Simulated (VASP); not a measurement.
# Pb (P6_3/mmc) in VASP: relaxation of cell and atoms with LDA

Aim: the relaxation of cell and atoms of Pb with LDA.

Program: VASP 6.6.1. These are calculated values, not measurements. Logs are shortened: lines on timing, memory, paths and dates and some standing lists are left out, and cuts for length are marked.

### 1 The cell of the first run

It takes space group P6_3/mmc (No. 194, hexagonal). The conventional cell has a = 3.456 Å, b = 3.456 Å, c = 5.599 Å, α = 90.00°, β = 90.00°, γ = 120.00°. Within 4.5 Å of Pb (site symmetry -6m2) lie 12 Pb at 3.44 to 3.46 Å.

This isn't the form of Pb at room conditions, which is fcc.

### 2 Relaxation of cell and atoms, LDA

The input, INCAR:

```
  PREC = Accurate
  ENCUT = 500
  EDIFF = 1E-7
  ISMEAR = -1
  SIGMA = 0.05
  LREAL = F
  LASPH = T
  NELM = 120
  ALGO = Normal
  ISIF = 3
  LWAVE = F
  LCHARG = F
  GGA = CA
  IBRION = 2
  NSW = 60
  EDIFFG = -0.005
  GGA_COMPAT = F
  NELMIN = 4
```

The input, KPOINTS:

```
Automatic mesh
0
Gamma
  14 14 8
```

The input, POSCAR:

```
Pb
1.0
    3.4564023515      0.0000000000      0.0000000000
   -1.7282011757      2.9933322421      0.0000000000
    0.0000000000      0.0000000000      5.5993718094
Pb
2
Direct
    0.3333333333      0.6666666667      0.2500000000
    0.6666666667      0.3333333333      0.7500000000
```

Potentials or basis: VASP PAW LDA potentials, release 64 (Pb_d).

Started as:

```sh
$ cat potpaw_LDA.64/Pb_d/POTCAR > POTCAR
$ mpirun -np 1 vasp_std > vasp.out
```

OUTCAR:

```text
PREC = Accurate
   ENCUT = 500
   EDIFF = 1E-7
   ISMEAR = -1
   LREAL = F
   LASPH = T
   NELM = 120
   ISIF = 3
   GGA = CA
   IBRION = 2
   NSW = 60
   EDIFFG = -0.005
   NELMIN = 4

 ion  position               nearest neighbor table
   1  0.333  0.667  0.250-   2 3.44   2 3.44   2 3.44   2 3.44   2 3.44   2 3.44
   2  0.667  0.333  0.750-   1 3.44   1 3.44   1 3.44   1 3.44   1 3.44   1 3.44

  LATTYP: Found a hexagonal cell.
 ALAT       =     3.4564023515
 C/A-ratio  =     1.6200000000

  Lattice vectors:

 A1 = (   3.4564023515,   0.0000000000,   0.0000000000)
 A2 = (  -1.7282011757,   2.9933322421,   0.0000000000)
 A3 = (   0.0000000000,   0.0000000000,   5.5993718094)

Analysis of symmetry for initial positions (statically):
=====================================================================
 Subroutine PRICEL returns:
 Original cell was already a primitive cell.

 Routine SETGRP: Setting up the symmetry group for a
 hexagonal supercell.

 Subroutine GETGRP returns: Found 24 space group operations
 (whereof 12 operations were pure point group operations)
 out of a pool of 24 trial point group operations.

The static configuration has the point symmetry D_3d.
 The point group associated with its full space group is D_6h.

Analysis of symmetry for dynamics (positions and initial velocities):
=====================================================================
 Subroutine PRICEL returns:
 Original cell was already a primitive cell.

 Routine SETGRP: Setting up the symmetry group for a
 hexagonal supercell.

 Subroutine GETGRP returns: Found 24 space group operations
 (whereof 12 operations were pure point group operations)
 out of a pool of 24 trial point group operations.

The dynamic configuration has the point symmetry D_3d.
 The point group associated with its full space group is D_6h.

 Subroutine INISYM returns: Found 24 space group operations
 (whereof 12 operations are pure point group operations),
 and found     1 'primitive' translations

----------------------------------------------------------------------------------------

                                     Primitive cell

  volume of cell :      57.9320

  direct lattice vectors                    reciprocal lattice vectors
     3.456402351  0.000000000  0.000000000     0.289318169  0.167037923  0.000000000
    -1.728201176  2.993332242  0.000000000     0.000000000  0.334075846  0.000000000
     0.000000000  0.000000000  5.599371809     0.000000000  0.000000000  0.178591462

  length of vectors
     3.456402351  3.456402351  5.599371809     0.334075846  0.334075846  0.178591462

  position of ions in fractional coordinates (direct lattice)
     0.333333333  0.666666667  0.250000000
     0.666666667  0.333333333  0.750000000

  ion indices of the primitive-cell ions
   primitive index   ion index
                 1           1
                 2           2

----------------------------------------------------------------------------------------

 KPOINTS: Automatic mesh

Automatic generation of k-mesh.
 Grid dimensions read from file:
 generate k-points for:   14   14    8

 Generating k-lattice:

  Cartesian coordinates                     Fractional coordinates (reciprocal lattice)
     0.020665584  0.011931280  0.000000000     0.071428571 -0.000000000  0.000000000
     0.000000000  0.023862560  0.000000000     0.000000000  0.071428571  0.000000000
     0.000000000  0.000000000  0.022323933     0.000000000  0.000000000  0.125000000

  Length of vectors
     0.023862560  0.023862560  0.022323933

  Shift w.r.t. Gamma in fractional coordinates (k-lattice)
     0.000000000  0.000000000  0.000000000

 Subroutine IBZKPT returns following result:
 ===========================================

 Found    120 irreducible k-points:

 Following reciprocal coordinates:
            Coordinates               Weight
  0.000000  0.000000  0.000000      1.000000
  0.071429  0.000000  0.000000      6.000000
  0.142857  0.000000  0.000000      6.000000
  0.214286 -0.000000  0.000000      6.000000
  0.285714  0.000000  0.000000      6.000000
  0.357143 -0.000000  0.000000      6.000000
[... 16 lines left out ...]
  0.285714  0.285714  0.000000      6.000000
  0.357143  0.285714  0.000000      6.000000
 [... further k-points ...]
   k-points           NKPTS =    120   k-points in BZ     NKDIM =    120   number of bands    NBANDS=     18
   number of dos      NEDOS =    301   number of ions     NIONS =      2
   total plane-waves  NPLWV =  32928
   dimension x,y,z NGX =    28 NGY =   28 NGZ =   42
   dimension x,y,z NGXF=    56 NGYF=   56 NGZF=   84
   ions per type =               2
   NGX,Y,Z   is equivalent  to a cutoff of  13.47, 13.47, 12.47 a.u.
   NGXF,Y,Z  is equivalent  to a cutoff of  26.93, 26.93, 24.94 a.u.
 SYSTEM =  unknown system
   PREC   = accura    normal or accurate (medium, high low for compatibility)
   ISTART =      0    job   : 0-new  1-cont  2-samecut
   ICHARG =      2    charge: 1-file 2-atom 10-const
   ISPIN  =      1    spin polarized calculation?
   LNONCOLLINEAR =      F non collinear calculations
   LSORBIT =      F    spin-orbit coupling
   LASPH  =      T    aspherical Exc in radial PAW
   ENCUT  =  500.0 eV  36.75 Ry    6.06 a.u.   6.30  6.30 10.21*2*pi/ulx,y,z
   NELM   =    120;   NELMIN=  4; NELMDL= -5     # of ELM steps
   EDIFF  = 0.1E-06   stopping-criterion for ELM
   LREAL  =      F    real-space projection
   EDIFFG = -.5E-02   stopping-criterion for IOM
   NSW    =     60    number of steps for IOM
   IBRION =      2    ionic relax: 0-MD 1-quasi-New 2-CG
   NFREE  =      1    steps in history (QN), initial steepest desc. (CG)
   ISIF   =      3    stress and relaxation
   ISYM   =      2    0-nonsym 1-usesym 2-fastsym
   POTIM  = 0.5000    time-step for ionic-motion
   TEBEG  =    0.0;   TEEND  =   0.0 temperature during run
   PSTRESS=    0.0 pullay stress
   NELECT =      28.0000    total number of electrons
   NUPDOWN=      -1.0000    fix difference up-down
   EMIN   =  10.00;   EMAX   =-10.00  energy-range for DOS
   EFERMI =   0.00;   METHOD = LEGACY
   ISMEAR =    -1;   SIGMA  =   0.05  broadening in eV -4-tet -1-fermi 0-gaus
   EFERMI_NEDOS =   21; number of points for ismear=-14 and -15
   IALGO  =     38    algorithm
   IMIX   =      4    mixing-type and parameters
     AMIX     =   0.40;   BMIX     =  1.00
     AMIX_MAG =   1.60;   BMIX_MAG =  1.00
  volume/ion in A,a.u.               =      28.97       195.47
  Fermi-wavevector in a.u.,A,eV,Ry     =   1.284758  2.427841 22.457819  1.650603
  Thomas-Fermi vector in A             =   2.416933
   LORBIT       =      0    0 simple, 1 ext, 2 COOP (PROOUT), +10 PAW based schemes
   GGA     = CA    functional components
   LHFCALC =     F    Hartree Fock is set to
   AEXX    =    0.0000 exact exchange contribution
   IVDW    =     0    specifies the selected vdW correction
   LEPSILON=     F    determine dielectric tensor
   LRPA    =     F    only Hartree local field effects (RPA)
 conjugate gradient relaxation of ions
 non-spin polarized calculation
  energy-cutoff  :      500.00
  volume of cell :       57.93
 maximum number of plane-waves:      1488
 NGX is ok and might be reduce to    28
   NGX = 13   NGY = 13   NGZ = 21

--------------------------------------- Ionic step        1  -------------------------------------------

 number of electron      28.0000009 magnetization

 Free energy of the ion-electron system (eV)
  ---------------------------------------------------
  ext. energy  EPLUGINS =         0.00000000
  ---------------------------------------------------
  free energy    TOTEN  =        -8.48718416 eV

  energy without entropy =       -8.47746997  energy(sigma->0) =       -8.48232707

------------------------ aborting loop because EDIFF is reached ----------------------------------------

  FORCE on cell =-STRESS in cart. coord.  units (eV):
  Direction    XX          YY          ZZ          XY          YZ          ZX
  --------------------------------------------------------------------------------------
  -------------------------------------------------------------------------------------
  Total       -0.2111265     -0.2111265      0.3490447     -0.0000000      0.0000000      0.0000000
  in kB       -5.8389511     -5.8389511      9.6532396     -0.0000000      0.0000000      0.0000000
  external PRESSURE =      -0.6748875 kB  Pullay stress =       0.0000000 kB
[... 201 lines left out ...]
  energy  without entropy=       -8.4845201066  energy(sigma->0) =       -8.48894028

--------------------------------------- Ionic step        7  -------------------------------------------

 number of electron      28.0000002 magnetization

 Free energy of the ion-electron system (eV)
  ---------------------------------------------------
  ext. energy  EPLUGINS =         0.00000000
  ---------------------------------------------------
  free energy    TOTEN  =        -8.49336544 eV

  energy without entropy =       -8.48455117  energy(sigma->0) =       -8.48895831

 E-fermi :   7.5506     XC(G=0): -10.6932

 val. band max:        7.5496028398   @ k =   0.3571   0.2857   0.2500
 cond. band min:       7.5509389499   @ k =   0.3571   0.2143   0.0000
 fundamental gap:      0.0013361101
 Fermi energy:         7.5506200883

 k-point     1 :       0.0000    0.0000    0.0000
  band No.  band energies     occupation
      1      -9.5320      2.00000
      2      -9.5021      2.00000
      3      -9.4693      2.00000
      4      -9.4693      2.00000
      5      -9.4463      2.00000
      6      -9.4463      2.00000
[... 10 lines left out ...]
     17      15.4454      0.00000
     18      15.4454      0.00000
[... 466 lines left out ...]
      2      -9.4508      2.00000
      3      -9.4106      2.00000
      4      -9.4006      2.00000
      5      -9.3839      2.00000
      6      -9.3344      2.00000
[... 10 lines left out ...]
     17       8.4869      0.00000
     18       9.0854      0.00000

 [... further k-points ...]

------------------------ aborting loop because EDIFF is reached ----------------------------------------

  FORCE on cell =-STRESS in cart. coord.  units (eV):
  Direction    XX          YY          ZZ          XY          YZ          ZX
  --------------------------------------------------------------------------------------
  -------------------------------------------------------------------------------------
  Total        0.0059410      0.0059410     -0.0094990      0.0000000      0.0000000      0.0000000
  in kB        0.1648416      0.1648416     -0.2635649      0.0000000      0.0000000      0.0000000
  external PRESSURE =       0.0220394 kB  Pullay stress =       0.0000000 kB
[... 17 lines left out ...]
  FREE ENERGIE OF THE ION-ELECTRON SYSTEM (eV)
  ---------------------------------------------------
  free  energy   TOTEN  =        -8.4933654369 eV

  energy  without entropy=       -8.4845511750  energy(sigma->0) =       -8.48895831

 reached required accuracy - stopping structural energy minimisation
```

Wall time 12 min (1 thread of Oxide Virtual Turin-like, shared host); peak memory 0.19 GiB.

Results:

| Item | Value |
| --- | --- |
| Free energy | -8.4934 eV |
| Relaxed volume | 28.87 Å³/atom |
| Relaxed cell | a = 3.417 Å, b = 3.417 Å, c = 5.712 Å, α = 90.00°, β = 90.00°, γ = 120.00° |
| Space group after relaxing (to 0.1 Å) | P6_3/mmc (No. 194) |
| Energy gained by relaxing | 3.1 meV/atom |
| Ionic steps | 7 |
| Pressure after relaxing | 0.0 GPa |
| Band gap on the k mesh | zero (bands 14 and 15 overlap by 7.92 eV) |

Step by step:
```csv
step,energy change (eV),largest force (eV/Å),pressure (GPa),volume (Å³)
1,0.0000,0.0000,-0.07,57.93
2,-0.0041,0.0000,-0.02,57.83
3,-0.0062,0.0000,0.06,57.69
4,-0.0062,0.0000,0.05,57.68
5,-0.0062,0.0000,0.06,57.67
6,-0.0062,0.0000,-0.03,57.78
7,-0.0062,0.0000,0.00,57.74
```

Final structure:
```cif
data_structure
_symmetry_space_group_name_H-M 'P 1'
_symmetry_Int_Tables_number 1
_cell_length_a 3.4166
_cell_length_b 3.4166
_cell_length_c 5.7120
_cell_angle_alpha 90.000
_cell_angle_beta 90.000
_cell_angle_gamma 120.000
_cell_volume 57.74
loop_
_atom_site_label
_atom_site_type_symbol
_atom_site_fract_x
_atom_site_fract_y
_atom_site_fract_z
_atom_site_occupancy
Pb1 Pb 0.33333 0.66667 0.25000 1
Pb2 Pb 0.66667 0.33333 0.75000 1
```

Levels at points of the mesh, in eV from the Fermi level:
```tsv
k point	band 10	band 11	band 12	band 13	band 14	band 15	band 16	band 17	band 18
(0.00, 0.00, 0.00)	-16.74	-12.09	-8.39	-4.47	6.09	6.09	7.42	7.89	7.89
(0.50, 0.00, 0.00)	-16.69	-8.31	-7.11	-3.10	-1.74	-0.53	1.78	2.28	5.80
(0.00, 0.00, 0.50)	-16.80	-10.87	-10.87	0.56	0.56	6.93	6.93	6.93	6.93
(0.50, 0.00, 0.50)	-16.70	-7.50	-7.50	-3.88	-3.88	3.53	3.53	3.65	3.65
```

Caveat: spin-orbit coupling is left out, which moves the levels of the heavy elements.
